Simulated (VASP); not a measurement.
A run of VASP 6.6.1 is set up as follows.

INCAR

```
SYSTEM = Re2B3
ALGO = Normal ; EDIFF = 1E-6
ENCUT = 560 ; GGA = PE
GGA_COMPAT = .False. ; ISIF = 2
ISMEAR = 0 ; LASPH = .True.
LCHARG = .False. ; LREAL = .False.
LWAVE = .False. ; NBANDS = 28
NELM = 120 ; PREC = Accurate
SIGMA = 0.1
```

Contents of KPOINTS:

```
k-points
0
Gamma
  12 12 10
  0 0 0
```

File POSCAR:

```
Re2B3
1.0
    3.7823699748      0.0000000000      0.0000000000
   -1.8911849874      3.2756284847      0.0000000000
    0.0000000000      0.0000000000      4.3036887684
Re B
2 3
Direct
    0.3333333333      0.6666666667      0.2249623372
    0.6666666667      0.3333333333      0.7750376628
    0.0000000000      0.0000000000      0.0000000000
    0.3333333333      0.6666666667      0.7216305840
    0.6666666667      0.3333333333      0.2783694160
```

Potentials or basis: VASP PAW PBE potentials, release 64 (Re_sv_GW, B).

Run with:

```console
$ cat potpaw_PBE.64/Re_sv_GW/POTCAR potpaw_PBE.64/B/POTCAR > POTCAR
$ mpirun -np 1 vasp_std > vasp.out
```

**Question.** Estimate the largest force.

**Answer.** 0.006 eV/Å.

**Question.** Estimate the pressure.

**Answer.** -0.7 GPa.

**Question.** Estimate the band gap on the k mesh.

**Answer.** Zero (an odd number of electrons rules out a gap without spin polarisation).

Forces in eV/Å, atoms in the order of the input:
```
Re   0.000  0.000  0.006
Re   0.000  0.000 -0.006
B    0.000  0.000  0.000
B    0.000  0.000 -0.004
B    0.000  0.000  0.004
```

Caveat: spin-orbit coupling is left out, which moves the levels of the heavy elements; an odd number of electrons without spin polarisation forces a metal; a magnetic or distorted state may lie lower.
